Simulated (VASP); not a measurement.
# GaN (Fm-3m) in VASP: notebook

The runs below take GaN through single point, with r2SCAN.

Everything below comes from runs of VASP 6.6.1. Logs are shortened: lines on timing, memory, paths and dates and some standing lists are left out, and cuts for length are marked.

## Step 1: The cell of the first run

Symmetry: Fm-3m, No. 225, cubic system. Conventional cell: a = 4.161 Å, b = 4.161 Å, c = 4.161 Å, α = 90.00°, β = 90.00°, γ = 90.00°. Within 2.8 Å of Ga (site symmetry m-3m) lie 6 N at 2.08 Å. Within 2.8 Å of N (site symmetry m-3m) lie 6 Ga at 2.08 Å.

## Step 2: Single point, r2SCAN

Input file POSCAR:

```
GaN
1.0
    0.0000000000      2.0804610554      2.0804610554
    2.0804610554      0.0000000000      2.0804610554
    2.0804610554      2.0804610554      0.0000000000
Ga N
1 1
Direct
    0.0000000000      0.0000000000      0.0000000000
    0.5000000000      0.5000000000      0.5000000000
```

Input file INCAR.step1:

```
SYSTEM = GaN
PREC     = Accurate       ! precision mode
ENCUT    = 1460           ! plane-wave cutoff, eV
ISMEAR   = 0              ! smearing method
SIGMA    = 0.01           ! smearing width, eV
LREAL    = .FALSE.        ! projectors in reciprocal space
LASPH    = .TRUE.         ! aspherical terms in the spheres
NELM     = 120            ! most SCF steps
NBANDS   = 16             ! bands
GGA      = PE             ! functional
ALGO     = Normal         ! electronic algorithm
EDIFF    = 1E-5           ! SCF threshold, eV
LWAVE    = .TRUE.         ! write WAVECAR
LCHARG   = .FALSE.        ! write CHGCAR
GGA_COMPAT= .FALSE.
```

Input file INCAR.step2:

```
SYSTEM = GaN
PREC     = Accurate       ! precision mode
ENCUT    = 1460           ! plane-wave cutoff, eV
EDIFF    = 1E-6           ! SCF threshold, eV
ISMEAR   = 0              ! smearing method
SIGMA    = 0.01           ! smearing width, eV
LREAL    = .FALSE.        ! projectors in reciprocal space
LASPH    = .TRUE.         ! aspherical terms in the spheres
NELM     = 120            ! most SCF steps
ALGO     = Normal         ! electronic algorithm
ISIF     = 2              ! what is computed and relaxed
LWAVE    = .FALSE.        ! write WAVECAR
LCHARG   = .TRUE.         ! write CHGCAR
METAGGA  = R2SCAN         ! meta-GGA
LMIXTAU  = .TRUE.       
LELF     = .TRUE.         ! ELF
LVHAR    = .TRUE.       
NBANDS   = 16             ! bands
ISTART   = 1            
GGA_COMPAT= .FALSE.
```

Input file KPOINTS:

```
Automatic mesh
0
G
  8 8 8
  0 0 0
```

Potentials or basis: VASP PAW PBE potentials, release 64 (Ga_d, N_h).

On the command line:

```
$ cat potpaw_PBE.64/Ga_d/POTCAR potpaw_PBE.64/N_h/POTCAR > POTCAR
$ cp INCAR.step1 INCAR
$ mpirun -np 1 vasp_std > vasp.out
$ cp INCAR.step2 INCAR
$ mpirun -np 1 vasp_std > vasp.out
```

OUTCAR:

```text
SYSTEM = GaN
   PREC = Accurate
   ENCUT = 1460
   EDIFF = 1E-6
   ISMEAR = 0
   LREAL = .FALSE.
   LASPH = .TRUE.
   NELM = 120
   ISIF = 2
   METAGGA = R2SCAN
   ISTART = 1

 ion  position               nearest neighbor table
   1  0.000  0.000  0.000-   2 2.08   2 2.08   2 2.08   2 2.08   2 2.08   2 2.08
   2  0.500  0.500  0.500-   1 2.08   1 2.08   1 2.08   1 2.08   1 2.08   1 2.08

  LATTYP: Found a face centered cubic cell.
 ALAT       =     4.1609221108

  Lattice vectors:

 A1 = (   0.0000000000,   2.0804610554,   2.0804610554)
 A2 = (   2.0804610554,   0.0000000000,   2.0804610554)
 A3 = (   2.0804610554,   2.0804610554,   0.0000000000)

Analysis of symmetry for initial positions (statically):
=====================================================================
 Subroutine PRICEL returns:
 Original cell was already a primitive cell.

 Routine SETGRP: Setting up the symmetry group for a
 face centered cubic supercell.

 Subroutine GETGRP returns: Found 48 space group operations
 (whereof 48 operations were pure point group operations)
 out of a pool of 48 trial point group operations.

The static configuration has the point symmetry O_h .

Analysis of symmetry for dynamics (positions and initial velocities):
=====================================================================
 Subroutine PRICEL returns:
 Original cell was already a primitive cell.

 Routine SETGRP: Setting up the symmetry group for a
 face centered cubic supercell.

 Subroutine GETGRP returns: Found 48 space group operations
 (whereof 48 operations were pure point group operations)
 out of a pool of 48 trial point group operations.

The dynamic configuration has the point symmetry O_h .

 Subroutine INISYM returns: Found 48 space group operations
 (whereof 48 operations are pure point group operations),
 and found     1 'primitive' translations

----------------------------------------------------------------------------------------

                                     Primitive cell

  volume of cell :      18.0098

  direct lattice vectors                    reciprocal lattice vectors
     0.000000000  2.080461055  2.080461055    -0.240331343  0.240331343  0.240331343
     2.080461055  0.000000000  2.080461055     0.240331343 -0.240331343  0.240331343
     2.080461055  2.080461055  0.000000000     0.240331343  0.240331343 -0.240331343

  length of vectors
     2.942216241  2.942216241  2.942216241     0.416266097  0.416266097  0.416266097

  position of ions in fractional coordinates (direct lattice)
     0.000000000  0.000000000  0.000000000
     0.500000000  0.500000000  0.500000000

  ion indices of the primitive-cell ions
   primitive index   ion index
                 1           1
                 2           2

----------------------------------------------------------------------------------------

 KPOINTS: Automatic mesh

Automatic generation of k-mesh.
 Grid dimensions read from file:
 generate k-points for:    8    8    8

 Generating k-lattice:

  Cartesian coordinates                     Fractional coordinates (reciprocal lattice)
    -0.030041418  0.030041418  0.030041418     0.125000000  0.000000000  0.000000000
     0.030041418 -0.030041418  0.030041418     0.000000000  0.125000000  0.000000000
     0.030041418  0.030041418 -0.030041418     0.000000000  0.000000000  0.125000000

  Length of vectors
     0.052033262  0.052033262  0.052033262

  Shift w.r.t. Gamma in fractional coordinates (k-lattice)
     0.000000000  0.000000000  0.000000000

 Subroutine IBZKPT returns following result:
 ===========================================

 Found     29 irreducible k-points:

 Following reciprocal coordinates:
            Coordinates               Weight
  0.000000  0.000000  0.000000      1.000000
  0.125000  0.000000  0.000000      8.000000
  0.250000  0.000000  0.000000      8.000000
  0.375000  0.000000  0.000000      8.000000
  0.500000  0.000000  0.000000      4.000000
  0.125000  0.125000  0.000000      6.000000
[... 16 lines left out ...]
  0.500000  0.250000  0.125000     48.000000
 -0.375000  0.250000  0.125000     24.000000
 [... further k-points ...]
   k-points           NKPTS =     29   k-points in BZ     NKDIM =     29   number of bands    NBANDS=     16
   number of dos      NEDOS =    301   number of ions     NIONS =      2
   total plane-waves  NPLWV =  64000
   dimension x,y,z NGX =    40 NGY =   40 NGZ =   40
   dimension x,y,z NGXF=    80 NGYF=   80 NGZF=   80
   ions per type =               1   1
   NGX,Y,Z   is equivalent  to a cutoff of  22.60, 22.60, 22.60 a.u.
   NGXF,Y,Z  is equivalent  to a cutoff of  45.20, 45.20, 45.20 a.u.
 SYSTEM =  GaN
   PREC   = accura    normal or accurate (medium, high low for compatibility)
   ISTART =      1    job   : 0-new  1-cont  2-samecut
   ICHARG =      0    charge: 1-file 2-atom 10-const
   ISPIN  =      1    spin polarized calculation?
   LNONCOLLINEAR =      F non collinear calculations
   LSORBIT =      F    spin-orbit coupling
   LASPH  =      T    aspherical Exc in radial PAW
   ENCUT  = 1460.0 eV 107.31 Ry   10.36 a.u.   9.17  9.17  9.17*2*pi/ulx,y,z
   NELM   =    120;   NELMIN=  2; NELMDL=  0     # of ELM steps
   EDIFF  = 0.1E-05   stopping-criterion for ELM
   LREAL  =      F    real-space projection
[... 7 lines left out ...]
   TEBEG  =    0.0;   TEEND  =   0.0 temperature during run
   PSTRESS=    0.0 pullay stress
   NELECT =      18.0000    total number of electrons
   NUPDOWN=      -1.0000    fix difference up-down
   EMIN   =  10.00;   EMAX   =-10.00  energy-range for DOS
   EFERMI =   0.00;   METHOD = LEGACY
   ISMEAR =     0;   SIGMA  =   0.01  broadening in eV -4-tet -1-fermi 0-gaus
   EFERMI_NEDOS =   21; number of points for ismear=-14 and -15
   IALGO  =     38    algorithm
   IMIX   =      4    mixing-type and parameters
     AMIX     =   0.40;   BMIX     =  1.00
     AMIX_MAG =   1.60;   BMIX_MAG =  1.00
  volume/ion in A,a.u.               =       9.00        60.77
  Fermi-wavevector in a.u.,A,eV,Ry     =   1.636802  3.093107 36.451639  2.679120
  Thomas-Fermi vector in A             =   2.728048
   LORBIT       =      0    0 simple, 1 ext, 2 COOP (PROOUT), +10 PAW based schemes
   METAGGA = R2SCAN    functional components
   LHFCALC =     F    Hartree Fock is set to
   AEXX    =    0.0000 exact exchange contribution
   IVDW    =     0    specifies the selected vdW correction
   LEPSILON=     F    determine dielectric tensor
   LRPA    =     F    only Hartree local field effects (RPA)
 non-spin polarized calculation
 Gauss-broadening in eV      SIGMA  =   0.01
  energy-cutoff  :     1460.00
  volume of cell :       18.01
 maximum number of plane-waves:      2292
 NGX is ok and might be reduce to    40
   NGX = 19   NGY = 19   NGZ = 19

 number of electron      18.0000001 magnetization

 Free energy of the ion-electron system (eV)
  ---------------------------------------------------
  ext. energy  EPLUGINS =         0.00000000
  ---------------------------------------------------
  free energy    TOTEN  =       -20.94878298 eV

  energy without entropy =      -20.94878298  energy(sigma->0) =      -20.94878298

 E-fermi :   8.7789     XC(G=0): -14.4708

 val. band max:        8.6153313830   @ k =  -0.2500   0.1250   0.0000
 cond. band min:      10.0639821440   @ k =   0.5000   0.5000   0.0000
 fundamental gap:      1.4486507610
 Fermi energy:         8.7788805919

 k-point     1 :       0.0000    0.0000    0.0000
  band No.  band energies     occupation
      1      -9.9167      2.00000
      2      -5.7278      2.00000
      3      -5.7278      2.00000
      4      -5.7278      2.00000
      5      -5.6497      2.00000
      6      -5.6497      2.00000
[... 8 lines left out ...]
     15      26.2860      0.00000
     16      26.2860      0.00000

 k-point     2 :       0.1250    0.0000    0.0000
  band No.  band energies     occupation
      1      -9.5967      2.00000
      2      -5.7426      2.00000
      3      -5.7238      2.00000
      4      -5.7238      2.00000
      5      -5.6630      2.00000
      6      -5.6630      2.00000
[... 8 lines left out ...]
     15      26.0889      0.00000
     16      26.0889      0.00000

 k-point     3 :       0.2500    0.0000    0.0000
  band No.  band energies     occupation
      1      -8.6925      2.00000
      2      -5.8115      2.00000
      3      -5.8115      2.00000
      4      -5.7836      2.00000
      5      -5.5958      2.00000
      6      -5.5958      2.00000
[... 8 lines left out ...]
     15      27.7952      0.00000
     16      27.7952      0.00000

 k-point     4 :       0.3750    0.0000    0.0000
  band No.  band energies     occupation
      1      -7.4452      2.00000
      2      -5.9111      2.00000
      3      -5.9111      2.00000
      4      -5.8601      2.00000
      5      -5.5141      2.00000
      6      -5.5141      2.00000
[... 8 lines left out ...]
     15      30.7369      0.00000
     16      30.7369      0.00000

 k-point     5 :       0.5000    0.0000    0.0000
  band No.  band energies     occupation
      1      -6.6467      2.00000
      2      -5.9867      2.00000
      3      -5.9522      2.00000
      4      -5.9522      2.00000
      5      -5.4795      2.00000
      6      -5.4795      2.00000
[... 8 lines left out ...]
     15      33.7562      0.00000
     16      33.7562      0.00000

 k-point     6 :       0.1250    0.1250    0.0000
  band No.  band energies     occupation
      1      -9.5023      2.00000
      2      -5.7570      2.00000
      3      -5.7328      2.00000
      4      -5.6922      2.00000
      5      -5.6922      2.00000
      6      -5.6316      2.00000
[... 8 lines left out ...]
     15      29.0192      0.00000
     16      29.0192      0.00000
[... 267 lines left out ...]
 k-point    21 :       0.5000    0.5000    0.0000
  band No.  band energies     occupation
      1      -8.0377      2.00000
      2      -5.9288      2.00000
      3      -5.5263      2.00000
      4      -5.4134      2.00000
      5      -5.4134      2.00000
      6      -2.7904      2.00000
[... 8 lines left out ...]
     15      38.4053      0.00000
     16      38.5216      0.00000

 k-point    22 :       0.3750    0.2500    0.1250
  band No.  band energies     occupation
      1      -8.1963      2.00000
      2      -5.8045      2.00000
      3      -5.7772      2.00000
      4      -5.7272      2.00000
      5      -5.5891      2.00000
      6      -5.3851      2.00000
[... 8 lines left out ...]
     15      31.6115      0.00000
     16      31.9768      0.00000

 k-point    23 :       0.5000    0.2500    0.1250
  band No.  band energies     occupation
      1      -7.5697      2.00000
      2      -5.8468      2.00000
      3      -5.7890      2.00000
      4      -5.7081      2.00000
      5      -5.5084      2.00000
      6      -4.8756      2.00000
[... 8 lines left out ...]
     15      31.6936      0.00000
     16      33.1199      0.00000

 k-point    24 :      -0.3750    0.2500    0.1250
  band No.  band energies     occupation
      1      -7.3482      2.00000
      2      -5.8853      2.00000
      3      -5.7949      2.00000
      4      -5.6862      2.00000
      5      -5.4726      2.00000
      6      -4.4054      2.00000
[... 8 lines left out ...]
     15      29.1541      0.00000
     16      34.0523      0.00000

 [... further k-points ...]
[... 5 lines left out ...]
  --------------------------------------------------------------------------------------
  -------------------------------------------------------------------------------------
  Total        1.3451895      1.3451895      1.3451895      0.0000000     -0.0000000      0.0000000
  in kB      119.6699952    119.6699952    119.6699952      0.0000000     -0.0000000      0.0000000
  external PRESSURE =     119.6699952 kB  Pullay stress =       0.0000000 kB

 VOLUME and BASIS-vectors are now :
 -----------------------------------------------------------------------------
  energy-cutoff  :     1460.00
  volume of cell :       18.01
      direct lattice vectors                 reciprocal lattice vectors
     0.000000000  2.080461055  2.080461055    -0.240331343  0.240331343  0.240331343
     2.080461055  0.000000000  2.080461055     0.240331343 -0.240331343  0.240331343
     2.080461055  2.080461055  0.000000000     0.240331343  0.240331343 -0.240331343

 POSITION                                       TOTAL-FORCE (eV/Angst)
 -----------------------------------------------------------------------------------
      0.00000      0.00000      0.00000         0.000000     -0.000000      0.000000
      2.08046      2.08046      2.08046        -0.000000      0.000000     -0.000000
 -----------------------------------------------------------------------------------
    total drift:                                0.000000     -0.000000     -0.000000

  FREE ENERGIE OF THE ION-ELECTRON SYSTEM (eV)
  ---------------------------------------------------
  free  energy   TOTEN  =       -20.9487829778 eV

  energy  without entropy=      -20.9487829778  energy(sigma->0) =      -20.94878298
```

Run time: 1.7 min. Hardware: 1 thread of Intel Xeon Platinum 8488C (Sapphire Rapids), shared host; peak memory 0.29 GiB.

What came out:

- Free energy: -20.9488 eV
- Pressure: 12.0 GPa
- Band gap on the k mesh: 1.45 eV (least direct gap 3.95 eV)

Levels at points of the mesh, in eV from the valence-band top:
| k point | band 6 | band 7 | band 8 | band 9 | band 10 | band 11 | band 12 | band 13 |
| --- | --- | --- | --- | --- | --- | --- | --- | --- |
| (0.00, 0.00, 0.00) | -14.27 | -0.56 | -0.56 | -0.56 | 3.39 | 15.76 | 15.76 | 15.76 |
| (0.50, 0.00, 0.00) | -14.09 | -8.58 | -0.16 | -0.16 | 5.60 | 10.13 | 10.13 | 11.01 |
| (0.50, 0.50, 0.00) | -11.41 | -7.58 | -3.28 | -3.28 | 1.45 | 8.58 | 13.58 | 16.34 |

Caveat: the cell stands under pressure; the PAW data sets were made with another functional, which shifts forces and pressure a little. A k mesh can miss the band edges.

[end of part 1 of 2]
